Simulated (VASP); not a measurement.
# BiTe (Fm-3m) in VASP: a series of runs

Runs on BiTe. Level: PBE exchange alone. Tasks: single point.

All numbers are computed with VASP 6.6.1; they aren't measurements. Logs are shortened: lines on timing, memory, paths and dates and some standing lists are left out, and cuts for length are marked.

**1. The cell of the first run**

Symmetry: Fm-3m, No. 225, cubic system. Conventional cell: a = 6.338 Å, b = 6.338 Å, c = 6.338 Å, α = 90.00°, β = 90.00°, γ = 90.00°. Bi (site symmetry m-3m) has 6 Te at 3.17 Å within 4.2 Å. Within 4.2 Å of Te (site symmetry m-3m) lie 6 Bi at 3.17 Å.

**2. Single point, PBE exchange alone, non-collinear spin, zero start, spin-orbit coupling (31.82 Å³/atom)**

Input file INCAR:

```
SYSTEM = BiTe
AGGAC    = 0.0          
ALDAC    = 0.0          
ALGO     = Normal         ! electronic algorithm
EDIFF    = 1E-7           ! SCF threshold, eV
ENCUT    = 520            ! plane-wave cutoff, eV
GGA      = PE             ! functional
GGA_COMPAT= .FALSE.      
ISIF     = 2              ! what is computed and relaxed
ISMEAR   = -1             ! smearing method
LASPH    = .TRUE.         ! aspherical terms in the spheres
LCHARG   = .TRUE.         ! write CHGCAR
LORBIT   = 11             ! projections on sites
LORBMOM  = .TRUE.       
LREAL    = .FALSE.        ! projectors in reciprocal space
LSORBIT  = .TRUE.         ! spin-orbit coupling
LVHAR    = .TRUE.       
LWAVE    = .FALSE.        ! write WAVECAR
MAGMOM   = 0 0 0 0 0 0    ! initial moments
NBANDS   = 33             ! bands
NELM     = 150            ! most SCF steps
PREC     = Accurate       ! precision mode
SIGMA    = 0.05           ! smearing width, eV
```

Input file KPOINTS:

```
k-points
0
G
  5 5 5
  0 0 0
```

Input file POSCAR:

```
BiTe
1.0
    0.0000000000      3.1689610617      3.1689610617
    3.1689610617      0.0000000000      3.1689610617
    3.1689610617      3.1689610617      0.0000000000
Bi Te
1 1
Direct
    0.0000000000      0.0000000000      0.0000000000
    0.5000000000      0.5000000000      0.5000000000
```

Potentials or basis: VASP PAW PBE potentials, release 64 (Bi_d, Te).

Started as:

```
$ cat potpaw_PBE.64/Bi_d/POTCAR potpaw_PBE.64/Te/POTCAR > POTCAR
$ mpirun -np 1 vasp_ncl > vasp.out
```

OUTCAR:

```text
SYSTEM = BiTe
   EDIFF = 1E-7
   ENCUT = 520
   GGA = PE
   ISIF = 2
   ISMEAR = -1
   LASPH = .TRUE.
   LORBIT = 11
   LREAL = .FALSE.
   LSORBIT = .TRUE.
   NELM = 150
   PREC = Accurate

 ion  position               nearest neighbor table
   1  0.000  0.000  0.000-   2 3.17   2 3.17   2 3.17   2 3.17   2 3.17   2 3.17
   2  0.500  0.500  0.500-   1 3.17   1 3.17   1 3.17   1 3.17   1 3.17   1 3.17

  LATTYP: Found a face centered cubic cell.
 ALAT       =     6.3379221234

  Lattice vectors:

 A1 = (   0.0000000000,   3.1689610617,   3.1689610617)
 A2 = (   3.1689610617,   0.0000000000,   3.1689610617)
 A3 = (   3.1689610617,   3.1689610617,   0.0000000000)

Analysis of symmetry for initial positions (statically):
=====================================================================
 Subroutine PRICEL returns:
 Original cell was already a primitive cell.

 Routine SETGRP: Setting up the symmetry group for a
 face centered cubic supercell.

 Subroutine GETGRP returns: Found 48 space group operations
 (whereof 48 operations were pure point group operations)
 out of a pool of 48 trial point group operations.

The static configuration has the point symmetry O_h .

Analysis of symmetry for dynamics (positions and initial velocities):
=====================================================================
 Subroutine PRICEL returns:
 Original cell was already a primitive cell.

 Routine SETGRP: Setting up the symmetry group for a
 face centered cubic supercell.

 Subroutine GETGRP returns: Found 48 space group operations
 (whereof 48 operations were pure point group operations)
 out of a pool of 48 trial point group operations.

The dynamic configuration has the point symmetry O_h .

Analysis of structural, dynamic, and magnetic symmetry:
=====================================================================
 Subroutine PRICEL returns:
 Original cell was already a primitive cell.

 Routine SETGRP: Setting up the symmetry group for a
 face centered cubic supercell.

 Subroutine GETGRP returns: Found 48 space group operations
 (whereof 48 operations were pure point group operations)
 out of a pool of 48 trial point group operations.

The overall configuration has the point symmetry O_h .

 Subroutine INISYM returns: Found 48 space group operations
 (whereof 48 operations are pure point group operations),
 and found     1 'primitive' translations

----------------------------------------------------------------------------------------

                                     Primitive cell

  volume of cell :      63.6474

  direct lattice vectors                    reciprocal lattice vectors
     0.000000000  3.168961062  3.168961062    -0.157780418  0.157780418  0.157780418
     3.168961062  0.000000000  3.168961062     0.157780418 -0.157780418  0.157780418
     3.168961062  3.168961062  0.000000000     0.157780418  0.157780418 -0.157780418

  length of vectors
     4.481587712  4.481587712  4.481587712     0.273283700  0.273283700  0.273283700

  position of ions in fractional coordinates (direct lattice)
     0.000000000  0.000000000  0.000000000
     0.500000000  0.500000000  0.500000000

  ion indices of the primitive-cell ions
   primitive index   ion index
                 1           1
                 2           2

----------------------------------------------------------------------------------------

 KPOINTS: k-points

Automatic generation of k-mesh.
 Grid dimensions read from file:
 generate k-points for:    5    5    5

 Generating k-lattice:

  Cartesian coordinates                     Fractional coordinates (reciprocal lattice)
    -0.031556084  0.031556084  0.031556084     0.200000000  0.000000000  0.000000000
     0.031556084 -0.031556084  0.031556084     0.000000000  0.200000000  0.000000000
     0.031556084  0.031556084 -0.031556084     0.000000000  0.000000000  0.200000000

  Length of vectors
     0.054656740  0.054656740  0.054656740

  Shift w.r.t. Gamma in fractional coordinates (k-lattice)
     0.000000000  0.000000000  0.000000000

 Subroutine IBZKPT returns following result:
 ===========================================

 Found     10 irreducible k-points:

 Following reciprocal coordinates:
            Coordinates               Weight
[... 36 lines left out ...]
   POTIM  = 0.5000    time-step for ionic-motion
   TEBEG  =    0.0;   TEEND  =   0.0 temperature during run
   PSTRESS=    0.0 pullay stress
   NELECT =      21.0000    total number of electrons
   NUPDOWN=      -1.0000    fix difference up-down
   EMIN   =  10.00;   EMAX   =-10.00  energy-range for DOS
   EFERMI =   0.00;   METHOD = LEGACY
   ISMEAR =    -1;   SIGMA  =   0.05  broadening in eV -4-tet -1-fermi 0-gaus
   EFERMI_NEDOS =   21; number of points for ismear=-14 and -15
   IALGO  =     38    algorithm
   IMIX   =      4    mixing-type and parameters
     AMIX     =   0.40;   BMIX     =  1.00
     AMIX_MAG =   1.60;   BMIX_MAG =  1.00
  volume/ion in A,a.u.               =      31.82       214.76
  Fermi-wavevector in a.u.,A,eV,Ry     =   1.131239  2.137732 17.411398  1.279702
  Thomas-Fermi vector in A             =   2.267937
   LORBIT       =     11    0 simple, 1 ext, 2 COOP (PROOUT), +10 PAW based schemes
   GGA     = PE    functional components
   LHFCALC =     F    Hartree Fock is set to
   AEXX    =    0.0000 exact exchange contribution
   IVDW    =     0    specifies the selected vdW correction
   LEPSILON=     F    determine dielectric tensor
   LRPA    =     F    only Hartree local field effects (RPA)
  energy-cutoff  :      520.00
  volume of cell :       63.65
 maximum number of plane-waves:      3472
 NGX is ok and might be reduce to    36
   NGX = 17   NGY = 17   NGZ = 17

 number of electron      21.0000001 magnetization      -0.0000000     -0.0000000     -0.0000000

 number of electron      21.0000001 magnetization       0.0000000      0.0000000      0.0000000

 Free energy of the ion-electron system (eV)
  ---------------------------------------------------
  ext. energy  EPLUGINS =         0.00000000
  ---------------------------------------------------
  free energy    TOTEN  =        -5.13654396 eV

  energy without entropy =       -5.09936218  energy(sigma->0) =       -5.11795307

 E-fermi :   8.9387     XC(G=0):  -8.0183

 val. band max:        8.9005969844   @ k =   0.2000   0.2000   0.0000
 cond. band min:       8.9520204009   @ k =   0.4000   0.0000   0.0000
 fundamental gap:      0.0514234165
 Fermi energy:         8.9386530430

 k-point     1 :       0.0000    0.0000    0.0000
  band No.  band energies     occupation
      1     -15.6044      1.00000
      2     -15.6044      1.00000
      3     -15.6044      1.00000
      4     -15.6044      1.00000
      5     -12.6575      1.00000
      6     -12.6575      1.00000
[... 349 lines left out ...]
     32      18.1342      0.00000
     33      18.2458      0.00000

------------------------ aborting loop because EDIFF is reached ----------------------------------------

  FORCE on cell =-STRESS in cart. coord.  units (eV):
  Direction    XX          YY          ZZ          XY          YZ          ZX
  --------------------------------------------------------------------------------------
  -------------------------------------------------------------------------------------
  Total        6.2685865      6.2685865      6.2685865     -0.0000000     -0.0000000     -0.0000000
  in kB      157.7972763    157.7972763    157.7972763     -0.0000000     -0.0000000     -0.0000000
  external PRESSURE =     157.7972763 kB  Pullay stress =       0.0000000 kB

 VOLUME and BASIS-vectors are now :
 -----------------------------------------------------------------------------
  energy-cutoff  :      520.00
  volume of cell :       63.65
      direct lattice vectors                 reciprocal lattice vectors
     0.000000000  3.168961062  3.168961062    -0.157780418  0.157780418  0.157780418
     3.168961062  0.000000000  3.168961062     0.157780418 -0.157780418  0.157780418
     3.168961062  3.168961062  0.000000000     0.157780418  0.157780418 -0.157780418

 POSITION                                       TOTAL-FORCE (eV/Angst)
 -----------------------------------------------------------------------------------
      0.00000      0.00000      0.00000        -0.000000      0.000000      0.000000
      3.16896      3.16896      3.16896         0.000000     -0.000000     -0.000000
 -----------------------------------------------------------------------------------
    total drift:                               -0.000000      0.000000      0.000000

  FREE ENERGIE OF THE ION-ELECTRON SYSTEM (eV)
  ---------------------------------------------------
  free  energy   TOTEN  =        -5.1365439577 eV

  energy  without entropy=       -5.0993621797  energy(sigma->0) =       -5.11795307

 orbital moment (x)

 # of ion     p       d       tot
 ----------------------------------------
  1         0.000  -0.000   0.000
  2        -0.000  -0.000  -0.000
 ----------------------------------------
           -0.000  -0.000  -0.000

 orbital moment (y)

 # of ion     p       d       tot
 ----------------------------------------
  1        -0.000   0.000  -0.000
  2         0.000   0.000   0.000
 ----------------------------------------
            0.000   0.000   0.000

 orbital moment (z)

 # of ion     p       d       tot
 ----------------------------------------
  1         0.000   0.000   0.000
  2         0.000  -0.000  -0.000
 ----------------------------------------
            0.000   0.000   0.000

 Spin-Orbit-Coupling matrix elements

 Ion:    1  E_soc:     -1.9357259
 l=   1
     0.0000000    -0.2562826    -0.2562826
    -0.2562826     0.0000000    -0.2562826
    -0.2562826    -0.2562826     0.0000000
 l=   2
     0.0000000    -0.0132974     0.0000000    -0.0132974    -0.0530409
    -0.0132974     0.0000000    -0.0397807    -0.0132974    -0.0132602
     0.0000000    -0.0397807     0.0000000    -0.0397807     0.0000000
    -0.0132974    -0.0132974    -0.0397807     0.0000000    -0.0132602
    -0.0530409    -0.0132602     0.0000000    -0.0132602     0.0000000
 l=   3
     0.0000000     0.0000000     0.0000000     0.0000000     0.0000000     0.0000000     0.0000000
     0.0000000     0.0000000     0.0000000     0.0000000     0.0000000     0.0000000     0.0000000
     0.0000000     0.0000000     0.0000000     0.0000000     0.0000000     0.0000000     0.0000000
     0.0000000     0.0000000     0.0000000     0.0000000     0.0000000     0.0000000     0.0000000
     0.0000000     0.0000000     0.0000000     0.0000000     0.0000000     0.0000000     0.0000000
     0.0000000     0.0000000     0.0000000     0.0000000     0.0000000     0.0000000     0.0000000
     0.0000000     0.0000000     0.0000000     0.0000000     0.0000000     0.0000000     0.0000000

 Ion:    2  E_soc:     -0.2333517
 l=   1
     0.0000000    -0.0390924    -0.0390924
    -0.0390924     0.0000000    -0.0390924
    -0.0390924    -0.0390924     0.0000000
 l=   2
     0.0000000    -0.0000066     0.0000000    -0.0000066     0.0002071
    -0.0000066     0.0000000     0.0001553    -0.0000066     0.0000518
     0.0000000     0.0001553     0.0000000     0.0001553     0.0000000
    -0.0000066    -0.0000066     0.0001553     0.0000000     0.0000518
     0.0002071     0.0000518     0.0000000     0.0000518     0.0000000
 l=   3
     0.0000000     0.0000000     0.0000000     0.0000000     0.0000000     0.0000000     0.0000000
     0.0000000     0.0000000     0.0000000     0.0000000     0.0000000     0.0000000     0.0000000
     0.0000000     0.0000000     0.0000000     0.0000000     0.0000000     0.0000000     0.0000000
     0.0000000     0.0000000     0.0000000     0.0000000     0.0000000     0.0000000     0.0000000
     0.0000000     0.0000000     0.0000000     0.0000000     0.0000000     0.0000000     0.0000000
     0.0000000     0.0000000     0.0000000     0.0000000     0.0000000     0.0000000     0.0000000
     0.0000000     0.0000000     0.0000000     0.0000000     0.0000000     0.0000000     0.0000000

 total charge

# of ion       s       p       d       tot
------------------------------------------
    1        1.570   1.259   9.938  12.767
    2        1.414   1.958   0.036   3.408
--------------------------------------------------
tot          2.985   3.216   9.974  16.175

 magnetization (x)

# of ion       s       p       d       tot
------------------------------------------
    1        0.000  -0.000   0.000   0.000
    2        0.000  -0.000   0.000  -0.000
--------------------------------------------------
tot          0.000  -0.000   0.000   0.000

 magnetization (y)

# of ion       s       p       d       tot
------------------------------------------
    1        0.000   0.000   0.000   0.000
    2       -0.000   0.000  -0.000   0.000
--------------------------------------------------
tot          0.000   0.000  -0.000   0.000

 magnetization (z)

# of ion       s       p       d       tot
------------------------------------------
    1       -0.000  -0.000  -0.000  -0.000
    2        0.000   0.000  -0.000   0.000
--------------------------------------------------
tot         -0.000  -0.000  -0.000  -0.000
```

It took 50 s on 1 thread of AMD EPYC 9R45 (Zen 5), shared host; peak memory 0.34 GiB.

Results:

- Free energy: -5.1365 eV
- Pressure: 15.8 GPa
- Net moment: 0.00 μB per cell
- Valence electrons inside the program's atomic spheres: Bi 12.77; Te 3.41

Moments on the atoms (μB; x, y, z):
```
Bi  0.00 0.00 0.00
Te  0.00 0.00 0.00
```

Caveat: the cell stands under pressure.

**3. Single point, PBE exchange alone, non-collinear spin, zero start, spin-orbit coupling (32.50 Å³/atom)**

This run uses another cell than the first one, of 32.50 Å³/atom.

Input file INCAR:

```
  PREC = Accurate
  ENCUT = 520
  EDIFF = 1E-6
  ISMEAR = -1
  SIGMA = 0.05
  LREAL = F
  LASPH = T
  NELM = 150
  ALGO = Normal
  ISIF = 2
  LWAVE = F
  LCHARG = T
  MAGMOM = 0 0 0 0 0 0
  LORBIT = 11
  LSORBIT = T
  GGA_COMPAT = F
  LORBMOM = T
  GGA = PE
  ALDAC = 0.0
  AGGAC = 0.0
  LVHAR = T
  NBANDS = 33
```

Input file KPOINTS:

```
regular mesh
0
Gamma
  5 5 5
```

Input file POSCAR:

```
BiTe
1.0
    0.0000000000      3.1912784242      3.1912784242
    3.1912784242      0.0000000000      3.1912784242
    3.1912784242      3.1912784242      0.0000000000
Bi Te
1 1
Direct
    0.0000000000      0.0000000000      0.0000000000
    0.5000000000      0.5000000000      0.5000000000
```

Potentials or basis: VASP PAW PBE potentials, release 64 (Bi_d, Te).

Started as:

```
$ cat potpaw_PBE.64/Bi_d/POTCAR potpaw_PBE.64/Te/POTCAR > POTCAR
$ mpirun -np 1 vasp_ncl > vasp.out
```

Run time: 45 s. Hardware: 1 thread of AMD EPYC 9R45 (Zen 5), shared host; peak memory 0.34 GiB.

It converged, with:

* Free energy: -5.2631 eV
* Pressure: 14.1 GPa
* Net moment: 0.00 μB per cell
* Valence electrons inside the program's atomic spheres: Bi 12.75; Te 3.40

Moments on the atoms (μB; x, y, z):
```
Bi  0.00 0.00 0.00
Te  0.00 0.00 0.00
```

Caveat: the cell stands under pressure.

**4. Single point, PBE exchange alone, non-collinear spin, zero start, spin-orbit coupling (33.18 Å³/atom)**

This run uses another cell than the first one, of 33.18 Å³/atom.

Input file INCAR:

```
PREC = Accurate ; ENCUT = 520
EDIFF = 1E-6 ; ISMEAR = -1
SIGMA = 0.05 ; LREAL = False
LASPH = True ; NELM = 150
ALGO = Normal ; ISIF = 2
LWAVE = False ; LCHARG = False
LNONCOLLINEAR = True ; MAGMOM = 0 0 0 0 0 0
LORBIT = 11 ; LSORBIT = True
GGA_COMPAT = False ; LORBMOM = True
GGA = PE ; ALDAC = 0.0
AGGAC = 0.0 ; NBANDS = 33
```

KPOINTS is that of step 3.

Input file POSCAR:

```
BiTe
1.0
    0.0000000000      3.2132879364      3.2132879364
    3.2132879364      0.0000000000      3.2132879364
    3.2132879364      3.2132879364      0.0000000000
Bi Te
1 1
Direct
    0.0000000000      0.0000000000      0.0000000000
    0.5000000000      0.5000000000      0.5000000000
```

Started as:

```
$ cat potpaw_PBE.64/Bi_d/POTCAR potpaw_PBE.64/Te/POTCAR > POTCAR
$ mpirun -np 1 vasp_ncl > vasp.out
```

It took 39 s on 1 thread of AMD EPYC 9R45 (Zen 5), shared host; peak memory 0.35 GiB.

Results (log left out):

* Free energy: -5.3761 eV
* Pressure: 12.6 GPa
* Net moment: 0.00 μB per cell
* Valence electrons inside the program's atomic spheres: Bi 12.74; Te 3.39

Moments on the atoms (μB; x, y, z):
```
Bi  0.00 0.00 0.00
Te  0.00 0.00 0.00
```

Caveat: the cell stands under pressure.

**5. The runs side by side**

```csv
cell,pressure (GPa),moment (μB)
"a = 4.482 Å, angles 60.0°, 2 atoms",15.8,0.00
"a = 4.513 Å, angles 60.0°, 2 atoms",14.1,0.00
"a = 4.544 Å, angles 60.0°, 2 atoms",12.6,0.00
```

Alike in all rows: task single point; level PBE exchange alone; potentials or basis VASP PAW PBE potentials, release 64 (Bi_d, Te); spin non-collinear, zero start, SOC; k mesh 5 × 5 × 5; cutoff (eV) 520; smearing fermi-dirac 0.05 eV.

Caveats: the cell stands under pressure.

Absolute energies hang on the potentials; compare differences alone.
